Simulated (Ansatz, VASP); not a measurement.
**B4PdRu2: VASP beside Ansatz**

Contents of INCAR:

```
SYSTEM = B4PdRu2
PREC = Accurate ; ENCUT = 600
EDIFF = 1E-6 ; ISMEAR = 0
SIGMA = 0.2 ; LREAL = .FALSE.
LASPH = .TRUE. ; NELM = 60
ALGO = Normal ; ISIF = 3
LWAVE = .FALSE. ; LCHARG = .FALSE.
GGA = PE ; IBRION = 2
NSW = 36 ; EDIFFG = -0.08
```

The input KPOINTS:

```
Automatic mesh
0
G
  6 6 2
  0 0 0
```

Contents of POSCAR:

```
B4PdRu2
1.0
    2.9000000000      0.0000000000      0.0000000000
   -1.4500000000      2.5114736700      0.0000000000
    0.0000000000      0.0000000000      9.7000000000
B Ru Pd
4 2 1
Direct
    0.3333333300      0.6666666700      0.5410000000
    0.6666666700      0.3333333300      0.6150000000
    0.6666666700      0.3333333300      0.1560000000
    0.3333333300      0.6666666700      0.2300000000
    0.6666666700      0.3333333300      0.3860000000
    0.3333333300      0.6666666700      0.0000000000
    0.0000000000      0.0000000000      0.7750000000
```

Input for Ansatz:

```yaml
crystal:
  lattice:
    - [2.9, 0.0, 0.0]
    - [-1.45, 2.51147367, 0.0]
    - [0.0, 0.0, 9.7]
  atoms:
    - { symbol: B, position: [0.33333333, 0.66666667, 0.541] }
    - { symbol: B, position: [0.66666667, 0.33333333, 0.615] }
    - { symbol: B, position: [0.66666667, 0.33333333, 0.156] }
    - { symbol: B, position: [0.33333333, 0.66666667, 0.23] }
    - { symbol: Ru, position: [0.66666667, 0.33333333, 0.386] }
    - { symbol: Ru, position: [0.33333333, 0.66666667, 0.0] }
    - { symbol: Pd, position: [0.0, 0.0, 0.775] }
basis:
  ecutwfc: 420
kpoints:
  mp_grid: { grid: [6, 6, 2] }
hamiltonian:
  xc: pbe
scf:
  occupations: { method: gaussian, width: 0.2 }
  lower_state_search: "off"
output:
  forces: true
  stress: true
  eigenvalues: true
relax:
  adjacent_minimum: "off"
  f_tol: 0.08
  max_steps: 16
  cell: { stress_tol: 0.8 }
```

Alike in both runs: task relaxation of cell and atoms; functional PBE; k mesh 6 × 6 × 2; occupations gaussian, width 0.2 eV; no spin polarisation.

|  | VASP | Ansatz |
| --- | --- | --- |
| version | VASP 6.6.1 | Ansatz 0.2.0 |
| potentials or method | VASP PAW PBE potentials, release 64 (B, Ru_pv, Pd), cutoff 600 eV | scalar-relativistic, plane waves, PAW |
| valence electrons in the cell | 50 | 62 |

```tsv
	VASP	Ansatz	Ansatz less VASP
gap on the k mesh at the Fermi level, each at its own relaxed structure (eV)	none	none	-
relaxed volume (Å³/atom)	9.92	9.95	+0.032
relaxed cell length with the largest relative difference (Å)	2.895	2.898	+0.0032
```

A gap of «none» marks a metal or a gap that the smearing closes. VASP's potentials hold 50 valence electrons a cell and Ansatz's 62, so a difference there can come from the potentials and not from the codes.

The k mesh is coarse, so the values compare programs but aren't converged.
